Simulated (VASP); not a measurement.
Runs of VASP 6.6.1 on InAs. The structure is that of space group F-43m (No. 216), or close to it. The cells are those of the table. 

| task | cell | cutoff (eV) | k mesh for the DOS | occupations for the DOS | gap on the mesh (eV) | pressure (GPa) |
| --- | --- | --- | --- | --- | --- | --- |
| single point | a = 4.268 Å, angles 60.0°, 2 atoms | 500 | - | - | none | 1.6 |
| single point | a = 4.389 Å, angles 60.0°, 2 atoms | 520 | - | - | none | (b) |
| single point | a = 4.261 Å, angles 60.0°, 2 atoms | 520 | - | - | none | 1.9 |
| single point | a = 4.217 Å, angles 60.0°, 2 atoms | 520 | - | - | none | 4.1 |
| single point | a = 4.347 Å, angles 60.0°, 2 atoms | 520 | - | - | none | (a) |

Alike in all rows: level PBEsol; potentials or basis VASP PAW PBE potentials, release 64 (In_d, As); no spin polarisation; k mesh 12 × 12 × 12; smearing gaussian 0.1 eV.

Estimate the missing entries.

(a) -1.5; (b) -2.8.

Caveats: the PAW data sets were made with another functional, which shifts forces and pressure a little; spin-orbit coupling is left out, which moves the levels of the heavy elements.

A k mesh can miss the band edges, and the runs leave out spin-orbit coupling on As, In.

A gap of «none» marks levels without a gap at the run's occupations.
